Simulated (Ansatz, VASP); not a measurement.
**Two plane-wave programs on Cu**

File INCAR:

```
PREC = Accurate
ENCUT = 600
EDIFF = 1E-6
ISMEAR = 0
SIGMA = 0.1
LREAL = False
LASPH = True
NELM = 120
ALGO = Normal
ISIF = 2
LWAVE = False
LCHARG = False
GGA = PE
NBANDS = 24
GGA_COMPAT = False
```

KPOINTS

```
Automatic mesh
0
Gamma
  6 6 8
```

POSCAR

```
Cu
1.0
    4.2199435286      0.0000000000      0.0000000000
   -2.1099717643      3.6545782983      0.0000000000
    0.0000000000      0.0000000000      2.5870088588
Cu
3
Direct
    0.0000000000      0.0000000000      0.0000000000
    0.3333333333      0.6666666667      0.5000000000
    0.6666666667      0.3333333333      0.5000000000
```

Input for Ansatz:

```yaml
crystal:
  lattice:
    - [4.2199435286, 0.0, 0.0]
    - [-2.1099717643, 3.6545782983, 0.0]
    - [0.0, 0.0, 2.5870088588]
  atoms:
    - { symbol: Cu, position: [0.0, 0.0, 0.0] }
    - { symbol: Cu, position: [0.3333333333, 0.6666666667, 0.5] }
    - { symbol: Cu, position: [0.6666666667, 0.3333333333, 0.5] }
basis:
  ecutwfc: 420
kpoints:
  mp_grid: { grid: [6, 6, 8] }
hamiltonian:
  xc: pbe
scf:
  occupations: { method: gaussian, width: 0.1 }
  lower_state_search: "off"
output:
  forces: true
  stress: true
  eigenvalues: true
```

Alike in both runs: task single point; functional PBE; k mesh 6 × 6 × 8; occupations gaussian, width 0.1 eV; no spin polarisation.

|  | VASP | Ansatz |
| --- | --- | --- |
| version | VASP 6.6.1 | Ansatz 0.2.0 |
| potentials or method | VASP PAW PBE potentials, release 64 (Cu), cutoff 600 eV | scalar-relativistic, plane waves, PAW |
| valence electrons in the cell | 33 | 57 |

Ansatz gave:

```
gap on the k mesh at the Fermi level (eV)                     : none
pressure (GPa)                                                : -9.5
traceless stress, the component that is largest in VASP (GPa) : -2.24
```

Question: Estimate VASP's values.

Answer: gap on the k mesh at the Fermi level (eV): none; pressure (GPa): -8.8; traceless stress, the component that is largest in VASP (GPa): -2.26.

A gap of «none» marks a metal or a gap that the smearing closes. With one functional, cell and mesh, what is left measures potentials, basis and numerics. VASP's potentials hold 33 valence electrons a cell and Ansatz's 57, so a difference there can come from the potentials and not from the codes.
